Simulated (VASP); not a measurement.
## NaH: single point with PBEsol

Crystal: NaH.

```
CELL_PARAMETERS angstrom
0.00000 2.24104 2.24104
2.24104 0.00000 2.24104
2.24104 2.24104 0.00000
ATOMIC_POSITIONS crystal
Na 0.00000 0.00000 0.00000
H 0.50000 0.50000 0.50000
```

| Item | Value |
| --- | --- |
| Program | VASP 6.6.1 |
| Task | single point |
| Functional | PBEsol |
| Potentials or basis | VASP PAW PBE potentials, release 64 (Na_pv, H) |
| Cutoff | 520 eV |
| k mesh | 8 × 8 × 8 |
| Occupations | gaussian, width 0.01 eV |
| Spin | no spin polarisation |

| Item | Value |
| --- | --- |
| Pressure | 7.0 GPa |
| Band gap on the k mesh | 3.93 eV, indirect (least direct gap 4.93 eV) |

Levels at points of the mesh, in eV from the valence-band top:
| k point | band 1 | band 2 | band 3 | band 4 | band 5 | band 6 | band 7 | band 8 |
| --- | --- | --- | --- | --- | --- | --- | --- | --- |
| (0.00, 0.00, 0.00) | -21.66 | -21.66 | -21.66 | -4.41 | 12.57 | 17.14 | 17.14 | 17.14 |
| (0.50, 0.00, 0.00) | -21.87 | -21.68 | -21.68 | -1.00 | 3.93 | 12.28 | 14.68 | 14.68 |
| (0.50, 0.50, 0.00) | -21.84 | -21.73 | -21.73 | -0.25 | 4.89 | 10.61 | 11.99 | 11.99 |

Run time: 5 s on 1 thread of Intel(R) Xeon(R) Platinum 8175M CPU @ 2.50GHz (Skylake/Cascade Lake), with other jobs on the host, peak memory 0.13 GiB.

Caveat: the PAW data sets were made with another functional, which shifts forces and pressure a little. A k mesh can miss the band edges.
